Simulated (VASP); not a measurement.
# Ge (Fd-3m) in VASP: notebook

Runs on Ge. Level: PBE. Tasks: single point.

Program: VASP 6.6.1. These are calculated values, not measurements. Logs are shortened: lines on timing, memory, paths and dates and some standing lists are left out, and cuts for length are marked.

## (1) The cell of the first run

It takes space group Fd-3m (No. 227, cubic). The conventional cell has a = 4.416 Å, b = 4.416 Å, c = 4.416 Å, α = 90.00°, β = 90.00°, γ = 90.00°. Within 2.5 Å of Ge (site symmetry -43m) lie 4 Ge at 1.91 Å.

## (2) Single point, PBE (10.76 Å³/atom)

Input file INCAR:

```
SYSTEM = Ge
  PREC = Accurate
  ENCUT = 520
  EDIFF = 1E-6
  ISMEAR = -1
  SIGMA = 0.08
  LREAL = .FALSE.
  LASPH = .TRUE.
  NELM = 60
  ALGO = Normal
  ISIF = 2
  LWAVE = .FALSE.
  LCHARG = .TRUE.
  GGA = PE
  LELF = .TRUE.
  LVHAR = .TRUE.
  NBANDS = 21
```

Input file KPOINTS:

```
regular mesh
0
G
  11 11 11
  0 0 0
```

Input file POSCAR:

```
Ge
1.0
    0.0000000000      2.2078503226      2.2078503226
    2.2078503226      0.0000000000      2.2078503226
    2.2078503226      2.2078503226      0.0000000000
Ge
2
Direct
   -0.1250000000     -0.1250000000     -0.1250000000
    0.1250000000      0.1250000000      0.1250000000
```

Potentials or basis: VASP PAW PBE potentials, release 64 (Ge_d).

On the command line:

```console
$ cat potpaw_PBE.64/Ge_d/POTCAR > POTCAR
$ mpirun -np 1 vasp_std > vasp.out
```

OUTCAR:

```text
SYSTEM = Ge
   PREC = Accurate
   ENCUT = 520
   EDIFF = 1E-6
   ISMEAR = -1
   LREAL = .FALSE.
   LASPH = .TRUE.
   NELM = 60
   ISIF = 2
   GGA = PE

 ion  position               nearest neighbor table
   1  0.875  0.875  0.875-   2 1.91   2 1.91   2 1.91   2 1.91
   2  0.125  0.125  0.125-   1 1.91   1 1.91   1 1.91   1 1.91

  LATTYP: Found a face centered cubic cell.
 ALAT       =     4.4157006452

  Lattice vectors:

 A1 = (   0.0000000000,   2.2078503226,   2.2078503226)
 A2 = (   2.2078503226,   0.0000000000,   2.2078503226)
 A3 = (   2.2078503226,   2.2078503226,   0.0000000000)

Analysis of symmetry for initial positions (statically):
=====================================================================
 Subroutine PRICEL returns:
 Original cell was already a primitive cell.

 Routine SETGRP: Setting up the symmetry group for a
 face centered cubic supercell.

 Subroutine GETGRP returns: Found 48 space group operations
 (whereof 12 operations were pure point group operations)
 out of a pool of 48 trial point group operations.

The static configuration has the point symmetry D_3d.
 The point group associated with its full space group is O_h .

Analysis of symmetry for dynamics (positions and initial velocities):
=====================================================================
 Subroutine PRICEL returns:
 Original cell was already a primitive cell.

 Routine SETGRP: Setting up the symmetry group for a
 face centered cubic supercell.

 Subroutine GETGRP returns: Found 48 space group operations
 (whereof 12 operations were pure point group operations)
 out of a pool of 48 trial point group operations.

The dynamic configuration has the point symmetry D_3d.
 The point group associated with its full space group is O_h .

 Subroutine INISYM returns: Found 48 space group operations
 (whereof 12 operations are pure point group operations),
 and found     1 'primitive' translations

----------------------------------------------------------------------------------------

                                     Primitive cell

  volume of cell :      21.5248

  direct lattice vectors                    reciprocal lattice vectors
     0.000000000  2.207850323  2.207850323    -0.226464627  0.226464627  0.226464627
     2.207850323  0.000000000  2.207850323     0.226464627 -0.226464627  0.226464627
     2.207850323  2.207850323  0.000000000     0.226464627  0.226464627 -0.226464627

  length of vectors
     3.122371870  3.122371870  3.122371870     0.392248240  0.392248240  0.392248240

  position of ions in fractional coordinates (direct lattice)
     0.875000000  0.875000000  0.875000000
     0.125000000  0.125000000  0.125000000

  ion indices of the primitive-cell ions
   primitive index   ion index
                 1           1
                 2           2

----------------------------------------------------------------------------------------

 KPOINTS: regular mesh

Automatic generation of k-mesh.
 Grid dimensions read from file:
 generate k-points for:   11   11   11

 Generating k-lattice:

  Cartesian coordinates                     Fractional coordinates (reciprocal lattice)
    -0.020587693  0.020587693  0.020587693     0.090909091  0.000000000  0.000000000
     0.020587693 -0.020587693  0.020587693     0.000000000  0.090909091  0.000000000
     0.020587693  0.020587693 -0.020587693     0.000000000  0.000000000  0.090909091

  Length of vectors
     0.035658931  0.035658931  0.035658931

  Shift w.r.t. Gamma in fractional coordinates (k-lattice)
     0.000000000  0.000000000  0.000000000

 Subroutine IBZKPT returns following result:
 ===========================================

 Found     56 irreducible k-points:

 Following reciprocal coordinates:
            Coordinates               Weight
  0.000000  0.000000  0.000000      1.000000
  0.090909  0.000000  0.000000      8.000000
  0.181818  0.000000  0.000000      8.000000
  0.272727  0.000000  0.000000      8.000000
  0.363636  0.000000  0.000000      8.000000
  0.454545  0.000000  0.000000      8.000000
[... 16 lines left out ...]
 -0.272727  0.181818  0.000000     24.000000
 -0.181818  0.181818  0.000000     12.000000
 [... further k-points ...]
   k-points           NKPTS =     56   k-points in BZ     NKDIM =     56   number of bands    NBANDS=     21
   number of dos      NEDOS =    301   number of ions     NIONS =      2
   total plane-waves  NPLWV =  13824
   dimension x,y,z NGX =    24 NGY =   24 NGZ =   24
   dimension x,y,z NGXF=    48 NGYF=   48 NGZF=   48
   ions per type =               2
   NGX,Y,Z   is equivalent  to a cutoff of  12.78, 12.78, 12.78 a.u.
   NGXF,Y,Z  is equivalent  to a cutoff of  25.56, 25.56, 25.56 a.u.
 SYSTEM =  Ge
   PREC   = accura    normal or accurate (medium, high low for compatibility)
   ISTART =      0    job   : 0-new  1-cont  2-samecut
   ICHARG =      2    charge: 1-file 2-atom 10-const
   ISPIN  =      1    spin polarized calculation?
   LNONCOLLINEAR =      F non collinear calculations
   LSORBIT =      F    spin-orbit coupling
   LASPH  =      T    aspherical Exc in radial PAW
   ENCUT  =  520.0 eV  38.22 Ry    6.18 a.u.   5.81  5.81  5.81*2*pi/ulx,y,z
   NELM   =     60;   NELMIN=  2; NELMDL= -5     # of ELM steps
   EDIFF  = 0.1E-05   stopping-criterion for ELM
   LREAL  =      F    real-space projection
   EDIFFG = 0.1E-04   stopping-criterion for IOM
   NSW    =      0    number of steps for IOM
   IBRION =     -1    ionic relax: 0-MD 1-quasi-New 2-CG
   NFREE  =      0    steps in history (QN), initial steepest desc. (CG)
   ISIF   =      2    stress and relaxation
   ISYM   =      2    0-nonsym 1-usesym 2-fastsym
   POTIM  = 0.5000    time-step for ionic-motion
   TEBEG  =    0.0;   TEEND  =   0.0 temperature during run
   PSTRESS=    0.0 pullay stress
   NELECT =      28.0000    total number of electrons
   NUPDOWN=      -1.0000    fix difference up-down
   EMIN   =  10.00;   EMAX   =-10.00  energy-range for DOS
   EFERMI =   0.00;   METHOD = LEGACY
   ISMEAR =    -1;   SIGMA  =   0.08  broadening in eV -4-tet -1-fermi 0-gaus
   EFERMI_NEDOS =   21; number of points for ismear=-14 and -15
   IALGO  =     38    algorithm
   IMIX   =      4    mixing-type and parameters
     AMIX     =   0.40;   BMIX     =  1.00
     AMIX_MAG =   1.60;   BMIX_MAG =  1.00
  volume/ion in A,a.u.               =      10.76        72.63
  Fermi-wavevector in a.u.,A,eV,Ry     =   1.787096  3.377122 43.453091  3.193712
  Thomas-Fermi vector in A             =   2.850545
   LORBIT       =      0    0 simple, 1 ext, 2 COOP (PROOUT), +10 PAW based schemes
   GGA     = PE    functional components
   LHFCALC =     F    Hartree Fock is set to
   AEXX    =    0.0000 exact exchange contribution
   IVDW    =     0    specifies the selected vdW correction
   LEPSILON=     F    determine dielectric tensor
   LRPA    =     F    only Hartree local field effects (RPA)
 non-spin polarized calculation
  energy-cutoff  :      520.00
  volume of cell :       21.52
 maximum number of plane-waves:       595
   NGX = 11   NGY = 11   NGZ = 11

 number of electron      27.9999977 magnetization

 Free energy of the ion-electron system (eV)
  ---------------------------------------------------
  ext. energy  EPLUGINS =         0.00000000
  ---------------------------------------------------
  free energy    TOTEN  =         2.49307731 eV

  energy without entropy =        2.49950191  energy(sigma->0) =        2.49628961

 E-fermi :  15.0889     XC(G=0): -14.0505

 val. band max:       15.0699654140   @ k =   0.4545   0.3636   0.0000
 cond. band min:      15.1723242239   @ k =   0.0909   0.0909   0.0000
 fundamental gap:      0.1023588100
 Fermi energy:        15.0888946113

 k-point     1 :       0.0000    0.0000    0.0000
  band No.  band energies     occupation
      1     -12.4223      2.00000
      2     -12.4223      2.00000
      3     -12.4223      2.00000
      4     -12.3125      2.00000
      5     -12.3125      2.00000
      6     -11.1565      2.00000
[... 13 lines left out ...]
     20      27.7199      0.00000
     21      27.7432      0.00000

 k-point     2 :       0.0909    0.0000    0.0000
  band No.  band energies     occupation
      1     -12.4639      2.00000
      2     -12.4639      2.00000
      3     -12.4163      2.00000
      4     -12.2563      2.00000
      5     -12.2563      2.00000
      6     -11.1700      2.00000
[... 13 lines left out ...]
     20      25.7551      0.00000
     21      25.7551      0.00000

 k-point     3 :       0.1818    0.0000    0.0000
  band No.  band energies     occupation
      1     -12.5112      2.00000
      2     -12.5112      2.00000
      3     -12.4008      2.00000
      4     -12.1738      2.00000
      5     -12.1738      2.00000
      6     -11.2063      2.00000
[... 13 lines left out ...]
     20      24.7929      0.00000
     21      26.4102      0.00000

 k-point     4 :       0.2727    0.0000    0.0000
  band No.  band energies     occupation
      1     -12.5330      2.00000
      2     -12.5330      2.00000
      3     -12.3816      2.00000
      4     -12.1162      2.00000
      5     -12.1162      2.00000
      6     -11.2552      2.00000
[... 13 lines left out ...]
     20      25.5861      0.00000
     21      28.2207      0.00000

 k-point     5 :       0.3636    0.0000    0.0000
  band No.  band energies     occupation
      1     -12.5328      2.00000
      2     -12.5328      2.00000
      3     -12.3647      2.00000
      4     -12.0960      2.00000
      5     -12.0960      2.00000
      6     -11.3017      2.00000
[... 13 lines left out ...]
     20      27.6986      0.00000
     21      30.4498      0.00000
[... 382 lines left out ...]
     20      29.7527      0.00000
     21      31.3882      0.00000

 k-point    22 :      -0.3636    0.1818    0.0000
  band No.  band energies     occupation
      1     -12.6331      2.00000
      2     -12.5868      2.00000
      3     -12.2338      2.00000
      4     -12.0374      2.00000
      5     -11.9049      2.00000
      6     -11.4550      2.00000
[... 13 lines left out ...]
     20      28.4100      0.00000
     21      29.9781      0.00000

 k-point    23 :      -0.2727    0.1818    0.0000
  band No.  band energies     occupation
      1     -12.6052      2.00000
      2     -12.5921      2.00000
      3     -12.2534      2.00000
      4     -12.1100      2.00000
      5     -11.9108      2.00000
      6     -11.3994      2.00000
[... 13 lines left out ...]
     20      28.7894      0.00000
     21      32.5378      0.00000

 k-point    24 :      -0.1818    0.1818    0.0000
  band No.  band energies     occupation
      1     -12.6002      2.00000
      2     -12.5350      2.00000
      3     -12.3317      2.00000
      4     -12.1424      2.00000
      5     -11.9802      2.00000
      6     -11.3625      2.00000
[... 13 lines left out ...]
     20      28.8608      0.00000
     21      31.2774      0.00000

 [... further k-points ...]
[... 5 lines left out ...]
  --------------------------------------------------------------------------------------
  -------------------------------------------------------------------------------------
  Total       39.3503574     39.3503574     39.3503574     -0.0000000      0.0000000      0.0000000
  in kB     2929.0068332   2929.0068332   2929.0068332     -0.0000000      0.0000000      0.0000000
  external PRESSURE =    2929.0068332 kB  Pullay stress =       0.0000000 kB

 VOLUME and BASIS-vectors are now :
 -----------------------------------------------------------------------------
  energy-cutoff  :      520.00
  volume of cell :       21.52
      direct lattice vectors                 reciprocal lattice vectors
     0.000000000  2.207850323  2.207850323    -0.226464627  0.226464627  0.226464627
     2.207850323  0.000000000  2.207850323     0.226464627 -0.226464627  0.226464627
     2.207850323  2.207850323  0.000000000     0.226464627  0.226464627 -0.226464627

 POSITION                                       TOTAL-FORCE (eV/Angst)
 -----------------------------------------------------------------------------------
      3.86374      3.86374      3.86374         0.000000     -0.000000      0.000000
      0.55196      0.55196      0.55196        -0.000000      0.000000     -0.000000
 -----------------------------------------------------------------------------------
    total drift:                                0.000000      0.000000      0.000000

  FREE ENERGIE OF THE ION-ELECTRON SYSTEM (eV)
  ---------------------------------------------------
  free  energy   TOTEN  =         2.4930773123 eV

  energy  without entropy=        2.4995019070  energy(sigma->0) =        2.49628961
```

Wall time 20 s (1 thread of AMD EPYC 7R13 (Zen 3), shared host); peak memory 0.12 GiB.

Results:

- Free energy: 2.4931 eV
- Pressure: 292.9 GPa
- Band gap on the k mesh: zero (bands 14 and 15 overlap by 1.53 eV)

Caveat: the cell stands under pressure.

## (3) Single point, PBE (12.44 Å³/atom)

This run uses another cell than the first one, of 12.44 Å³/atom.

Input file INCAR:

```
PREC = Accurate ; ENCUT = 520
EDIFF = 1E-6 ; ISMEAR = -1
SIGMA = 0.08 ; LREAL = F
LASPH = T ; NELM = 60
ALGO = Normal ; ISIF = 2
LWAVE = F ; LCHARG = F
GGA = PE ; NBANDS = 21
```

Input file KPOINTS:

```
Automatic mesh
0
Gamma
  11 11 11
```

Input file POSCAR:

```
Ge
1.0
    0.0000000000      2.3168606017      2.3168606017
    2.3168606017      0.0000000000      2.3168606017
    2.3168606017      2.3168606017      0.0000000000
Ge
2
Direct
   -0.1250000000     -0.1250000000     -0.1250000000
    0.1250000000      0.1250000000      0.1250000000
```

Potentials or basis: VASP PAW PBE potentials, release 64 (Ge_d).

On the command line:

```console
$ cat potpaw_PBE.64/Ge_d/POTCAR > POTCAR
$ mpirun -np 1 vasp_std > vasp.out
```

Run time: 18 s. Hardware: 1 thread of AMD EPYC 7R13 (Zen 3), shared host; peak memory 0.12 GiB.

Results (log left out):

* Free energy: -2.2431 eV
* Pressure: 172.1 GPa
* Band gap on the k mesh: zero (bands 14 and 15 overlap by 0.92 eV)

Levels at points of the mesh, in eV from the Fermi level:
```
           k point  band 10  band 11  band 12  band 13  band 14  band 15  band 16  band 17  band 18  band 19
(0.00, 0.00, 0.00)   -25.52   -18.63     0.63     0.63     0.63     2.97     2.97     2.97     6.82     8.26
```

Caveat: the cell stands under pressure.

[end of part 1 of 2]
